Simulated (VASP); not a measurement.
# WS2 (P6_3/mmc) in VASP: notebook, part 2 of 2

VASP 6.6.1. Earlier steps stand in the parts before.

### Step 3. Single point, PBEsol+D3(BJ)

Contents of INCAR:

```
PREC = Accurate
ENCUT = 520
EDIFF = 1E-7
ISMEAR = 0
SIGMA = 0.02
LREAL = False
LASPH = True
NELM = 60
ALGO = Normal
ISIF = 2
LWAVE = False
LCHARG = False
GGA = PS
IVDW = 12
NBANDS = 35
```

Contents of KPOINTS:

```
regular mesh
0
Gamma
  12 12 4
```

Contents of POSCAR:

```
WS2
1.0
    3.0785386248      0.0000000000      0.0000000000
   -1.5392693124      2.6660926556      0.0000000000
    0.0000000000      0.0000000000     11.4011572165
W S
2 4
Direct
    0.3333333333      0.6666666667      0.7500000000
    0.6666666667      0.3333333333      0.2500000000
    0.3333333333      0.6666666667      0.1117167198
    0.6666666667      0.3333333333      0.6117167198
    0.3333333333      0.6666666667      0.3882832802
    0.6666666667      0.3333333333      0.8882832802
```

Potentials or basis: VASP PAW PBE potentials, release 64 (W_sv, S).

Run with:

```bash
> cat potpaw_PBE.64/W_sv/POTCAR potpaw_PBE.64/S/POTCAR > POTCAR
> mpirun -np 1 vasp_std > vasp.out
```

OUTCAR:

```text
PREC = Accurate
   ENCUT = 520
   EDIFF = 1E-7
   ISMEAR = 0
   LREAL = False
   LASPH = True
   NELM = 60
   ISIF = 2
   GGA = PS
   IVDW = 12
 IVDW          = 12

 ion  position               nearest neighbor table
   1  0.333  0.667  0.750-   4 2.38   6 2.38   4 2.38   6 2.38   4 2.38   6 2.38
   2  0.667  0.333  0.250-   3 2.38   5 2.38   3 2.38   5 2.38   3 2.38   5 2.38
   3  0.333  0.667  0.112-   2 2.38   2 2.38   2 2.38
   4  0.667  0.333  0.612-   1 2.38   1 2.38   1 2.38
   5  0.333  0.667  0.388-   2 2.38   2 2.38   2 2.38
   6  0.667  0.333  0.888-   1 2.38   1 2.38   1 2.38

  LATTYP: Found a hexagonal cell.
 ALAT       =     3.0785386248
 C/A-ratio  =     3.7034315973

  Lattice vectors:

 A1 = (   3.0785386248,   0.0000000000,   0.0000000000)
 A2 = (  -1.5392693124,   2.6660926556,   0.0000000000)
 A3 = (   0.0000000000,   0.0000000000,  11.4011572165)

Analysis of symmetry for initial positions (statically):
=====================================================================
 Subroutine PRICEL returns:
 Original cell was already a primitive cell.

 Routine SETGRP: Setting up the symmetry group for a
 hexagonal supercell.

 Subroutine GETGRP returns: Found 24 space group operations
 (whereof 12 operations were pure point group operations)
 out of a pool of 24 trial point group operations.

The static configuration has the point symmetry D_3d.
 The point group associated with its full space group is D_6h.

Analysis of symmetry for dynamics (positions and initial velocities):
=====================================================================
 Subroutine PRICEL returns:
 Original cell was already a primitive cell.

 Routine SETGRP: Setting up the symmetry group for a
 hexagonal supercell.

 Subroutine GETGRP returns: Found 24 space group operations
 (whereof 12 operations were pure point group operations)
 out of a pool of 24 trial point group operations.

The dynamic configuration has the point symmetry D_3d.
 The point group associated with its full space group is D_6h.

 Subroutine INISYM returns: Found 24 space group operations
 (whereof 12 operations are pure point group operations),
 and found     1 'primitive' translations

----------------------------------------------------------------------------------------

                                     Primitive cell

  volume of cell :      93.5769

  direct lattice vectors                    reciprocal lattice vectors
     3.078538625  0.000000000  0.000000000     0.324829447  0.187540369  0.000000000
    -1.539269312  2.666092656  0.000000000     0.000000000  0.375080738  0.000000000
     0.000000000  0.000000000 11.401157216     0.000000000  0.000000000  0.087710395

  length of vectors
     3.078538625  3.078538625 11.401157216     0.375080738  0.375080738  0.087710395

  position of ions in fractional coordinates (direct lattice)
     0.333333333  0.666666667  0.750000000
     0.666666667  0.333333333  0.250000000
     0.333333333  0.666666667  0.111716720
     0.666666667  0.333333333  0.611716720
     0.333333333  0.666666667  0.388283280
     0.666666667  0.333333333  0.888283280

  ion indices of the primitive-cell ions
   primitive index   ion index
                 1           1
[... 35 lines left out ...]
  0.083333  0.000000  0.000000      6.000000
  0.166667  0.000000  0.000000      6.000000
  0.250000 -0.000000  0.000000      6.000000
  0.333333  0.000000  0.000000      6.000000
  0.416667  0.000000  0.000000      6.000000
[... 16 lines left out ...]
  0.250000 -0.000000  0.250000     12.000000
  0.333333  0.000000  0.250000     12.000000
 [... further k-points ...]
   k-points           NKPTS =     57   k-points in BZ     NKDIM =     57   number of bands    NBANDS=     35
   number of dos      NEDOS =    301   number of ions     NIONS =      6
   total plane-waves  NPLWV =  51840
   dimension x,y,z NGX =    24 NGY =   24 NGZ =   90
   dimension x,y,z NGXF=    48 NGYF=   48 NGZF=  180
   ions per type =               2   4
   NGX,Y,Z   is equivalent  to a cutoff of  12.96, 12.96, 13.12 a.u.
   NGXF,Y,Z  is equivalent  to a cutoff of  25.92, 25.92, 26.25 a.u.
 SYSTEM =  unknown system
   PREC   = accura    normal or accurate (medium, high low for compatibility)
   ISTART =      0    job   : 0-new  1-cont  2-samecut
   ICHARG =      2    charge: 1-file 2-atom 10-const
   ISPIN  =      1    spin polarized calculation?
   LNONCOLLINEAR =      F non collinear calculations
   LSORBIT =      F    spin-orbit coupling
   LASPH  =      T    aspherical Exc in radial PAW
   ENCUT  =  520.0 eV  38.22 Ry    6.18 a.u.   5.72  5.72 21.20*2*pi/ulx,y,z
   NELM   =     60;   NELMIN=  2; NELMDL= -5     # of ELM steps
   EDIFF  = 0.1E-06   stopping-criterion for ELM
   LREAL  =      F    real-space projection
   EDIFFG = 0.1E-05   stopping-criterion for IOM
   NSW    =      0    number of steps for IOM
   IBRION =     -1    ionic relax: 0-MD 1-quasi-New 2-CG
   NFREE  =      0    steps in history (QN), initial steepest desc. (CG)
   ISIF   =      2    stress and relaxation
   ISYM   =      2    0-nonsym 1-usesym 2-fastsym
   POTIM  = 0.5000    time-step for ionic-motion
   TEBEG  =    0.0;   TEEND  =   0.0 temperature during run
   PSTRESS=    0.0 pullay stress
   NELECT =      52.0000    total number of electrons
   NUPDOWN=      -1.0000    fix difference up-down
   EMIN   =  10.00;   EMAX   =-10.00  energy-range for DOS
   EFERMI =   0.00;   METHOD = LEGACY
   ISMEAR =     0;   SIGMA  =   0.02  broadening in eV -4-tet -1-fermi 0-gaus
   EFERMI_NEDOS =   21; number of points for ismear=-14 and -15
   IALGO  =     38    algorithm
   IMIX   =      4    mixing-type and parameters
     AMIX     =   0.40;   BMIX     =  1.00
     AMIX_MAG =   1.60;   BMIX_MAG =  1.00
  volume/ion in A,a.u.               =      15.60       105.25
  Fermi-wavevector in a.u.,A,eV,Ry     =   1.345921  2.543423 24.647012  1.811504
  Thomas-Fermi vector in A             =   2.473795
   LORBIT       =      0    0 simple, 1 ext, 2 COOP (PROOUT), +10 PAW based schemes
   GGA     = PS    functional components
   LHFCALC =     F    Hartree Fock is set to
   AEXX    =    0.0000 exact exchange contribution
   IVDW    =    12    specifies the selected vdW correction
   LEPSILON=     F    determine dielectric tensor
   LRPA    =     F    only Hartree local field effects (RPA)
 non-spin polarized calculation
 Gauss-broadening in eV      SIGMA  =   0.02
  energy-cutoff  :      520.00
  volume of cell :       93.58
 maximum number of plane-waves:      2536
 NGX is ok and might be reduce to    24
   NGX = 11   NGY = 11   NGZ = 43

 number of electron      51.9999999 magnetization

 Free energy of the ion-electron system (eV)
  ---------------------------------------------------
  ext. energy  EPLUGINS =         0.00000000
  ---------------------------------------------------
  free energy    TOTEN  =       -50.21577054 eV

  energy without entropy =      -50.21577054  energy(sigma->0) =      -50.21577054

 E-fermi :   9.4728     XC(G=0): -11.9247

 val. band max:        9.3587916639   @ k =   0.0000   0.0000   0.0000
 cond. band min:       9.8002587477   @ k =   0.1667   0.1667   0.0000
 fundamental gap:      0.4414670838
 Fermi energy:         9.4728425488

 k-point     1 :       0.0000    0.0000    0.0000
  band No.  band energies     occupation
      1     -65.3543      2.00000
      2     -65.3542      2.00000
      3     -29.6970      2.00000
      4     -29.6968      2.00000
      5     -29.4244      2.00000
      6     -29.4244      2.00000
[... 901 lines left out ...]
     34      13.4856      0.00000
     35      14.7850      0.00000

 [... further k-points ...]

------------------------ aborting loop because EDIFF is reached ----------------------------------------

 Edisp (eV)   -2.64794

 E8    (eV) :    -1.7196

  FORCE on cell =-STRESS in cart. coord.  units (eV):
  Direction    XX          YY          ZZ          XY          YZ          ZX
  --------------------------------------------------------------------------------------
  -------------------------------------------------------------------------------------
  Total       3.02064     3.02064     3.06667     0.00000     0.00000     0.00000
  in kB      51.71795    51.71795    52.50590     0.00000     0.00000     0.00000
  external pressure =       51.98 kB  Pullay stress =        0.00 kB

 VOLUME and BASIS-vectors are now :
 -----------------------------------------------------------------------------
  energy-cutoff  :      520.00
  volume of cell :       93.58
      direct lattice vectors                 reciprocal lattice vectors
     3.078538625  0.000000000  0.000000000     0.324829447  0.187540369  0.000000000
    -1.539269312  2.666092656  0.000000000     0.000000000  0.375080738  0.000000000
     0.000000000  0.000000000 11.401157216     0.000000000  0.000000000  0.087710395

 POSITION                                       TOTAL-FORCE (eV/Angst)
 -----------------------------------------------------------------------------------
     -0.00000      1.77740      8.55087        -0.000000     -0.000000      0.000000
      1.53927      0.88870      2.85029         0.000000      0.000000      0.000000
     -0.00000      1.77740      1.27370        -0.000000      0.000000     -0.016504
      1.53927      0.88870      6.97428         0.000000     -0.000000     -0.016504
     -0.00000      1.77740      4.42688        -0.000000      0.000000      0.016504
      1.53927      0.88870     10.12746         0.000000     -0.000000      0.016504
 -----------------------------------------------------------------------------------
    total drift:                               -0.000000      0.000000     -0.000000

  FREE ENERGIE OF THE ION-ELECTRON SYSTEM (eV)
  ---------------------------------------------------
  free  energy   TOTEN  =       -52.8637061304 eV

  energy  without entropy=      -52.8637061304  energy(sigma->0) =      -52.86370613
```

OSZICAR:

```text
N       E                     dE             d eps       ncg     rms          rms(c)
DAV:   1     0.518331637993E+03    0.51833E+03   -0.28574E+04  4262   0.152E+03
DAV:   2    -0.170990093801E+02   -0.53543E+03   -0.51689E+03  4471   0.423E+02
DAV:   3    -0.517180982424E+02   -0.34619E+02   -0.33988E+02  4877   0.101E+02
DAV:   4    -0.525590207995E+02   -0.84092E+00   -0.83572E+00  4805   0.161E+01
DAV:   5    -0.525729867442E+02   -0.13966E-01   -0.13958E-01  4862   0.224E+00    0.432E+01
DAV:   6    -0.505742134084E+02    0.19988E+01   -0.60746E+00  4580   0.170E+01    0.185E+01
DAV:   7    -0.503636786625E+02    0.21053E+00   -0.24555E+00  4345   0.772E+00    0.655E+00
DAV:   8    -0.502189095963E+02    0.14477E+00   -0.44342E-01  4507   0.445E+00    0.254E+00
DAV:   9    -0.502197572765E+02   -0.84768E-03   -0.52963E-02  4759   0.115E+00    0.137E+00
DAV:  10    -0.502162458978E+02    0.35114E-02   -0.29026E-02  4776   0.111E+00    0.519E-01
DAV:  11    -0.502157711891E+02    0.47471E-03   -0.34280E-03  4429   0.372E-01    0.990E-02
DAV:  12    -0.502157650805E+02    0.61086E-05   -0.11762E-04  4531   0.667E-02    0.646E-02
DAV:  13    -0.502157774396E+02   -0.12359E-04   -0.43452E-05  4595   0.429E-02    0.518E-02
DAV:  14    -0.502157710502E+02    0.63894E-05   -0.15319E-05  4517   0.235E-02    0.276E-02
DAV:  15    -0.502157704767E+02    0.57351E-06   -0.34483E-06  4789   0.103E-02    0.872E-03
DAV:  16    -0.502157705403E+02   -0.63649E-07   -0.29971E-07  3788   0.277E-03
   1 F= -.52863706E+02 E0= -.52863706E+02  d E =-.147641E-18
```

stdout:

```text
POSCAR found type information on POSCAR W S
 POSCAR found :  2 types and       6 ions
 scaLAPACK will be used
 -----------------------------------------------------------------------------
|                                                                             |
|                                                                             |
|     You enforced a specific xc type in the INCAR file but a different       |
|     I HOPE YOU KNOW WHAT YOU ARE DOING!                                     |
|                                                                             |
 -----------------------------------------------------------------------------

 LDA part: xc-table for (Slater+PW92), standard interpolation
 POSCAR, INCAR and KPOINTS ok, starting setup
 FFT: planning ... GRIDC
 FFT: planning ... GRID_SOFT
 FFT: planning ... GRID
 WAVECAR not read
 entering main loop
```

Wall time 3.3 min (1 thread of AMD EPYC 7R13 (Zen 3), shared host); peak memory 0.29 GiB.

What came out:

```yaml
Free_energy: -52.8637 eV
Pressure: 5.2 GPa
Largest_force: 0.017 eV/Å
Band_gap_on_the_k_mesh: 0.44 eV, indirect (least direct gap 1.81 eV)
Dispersion_energy_per_atom: -0.441 eV
```

Forces on the atoms (eV/Å):
```
W    0.000  0.000  0.000
W    0.000  0.000  0.000
S    0.000  0.000 -0.017
S    0.000  0.000 -0.017
S    0.000  0.000  0.017
S    0.000  0.000  0.017
```

Stress tensor (GPa, compression positive):
```
5.17 0.00 0.00
0.00 5.17 0.00
0.00 0.00 5.25
```

Caveat: the PAW data sets were made with another functional, which shifts forces and pressure a little; spin-orbit coupling is left out, which moves the levels of the heavy elements. A k mesh can miss the band edges.
